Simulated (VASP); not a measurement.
Here is a VASP 6.6.1 calculation.

Contents of INCAR:

```
SYSTEM = HfC
PREC = Accurate ; ENCUT = 520
EDIFF = 1E-6 ; ISMEAR = 0
SIGMA = 0.05 ; LREAL = .False.
LASPH = .True. ; NELM = 100
ALGO = Normal ; ISIF = 2
LWAVE = .False. ; LCHARG = .False.
GGA = PE ; NBANDS = 14
```

KPOINTS

```
Automatic mesh
0
Gamma
  12 12 12
  0 0 0
```

File POSCAR:

```
HfC
1.0
    2.9008889300      0.0000000000      0.0000000000
    0.0000000000      2.9008889300      0.0000000000
    0.0000000000      0.0000000000      2.9008889300
Hf C
1 1
Direct
    0.0000000000      0.0000000000      0.0000000000
    0.5000000000      0.5000000000      0.5000000000
```

Potentials or basis: VASP PAW PBE potentials, release 64 (Hf_pv, C).

Launch:

```bash
$ cat potpaw_PBE.64/Hf_pv/POTCAR potpaw_PBE.64/C/POTCAR > POTCAR
$ mpirun -np 1 vasp_std > vasp.out
```

Problem. Estimate the pressure.

Solution. -1.4 GPa.

Problem. Estimate the band gap on the k mesh.

Solution. Zero (band 7 reaches 7.68 eV, above the bottom of band 8 at 5.76 eV).

Caveat: spin-orbit coupling is left out, which moves the levels of the heavy elements.
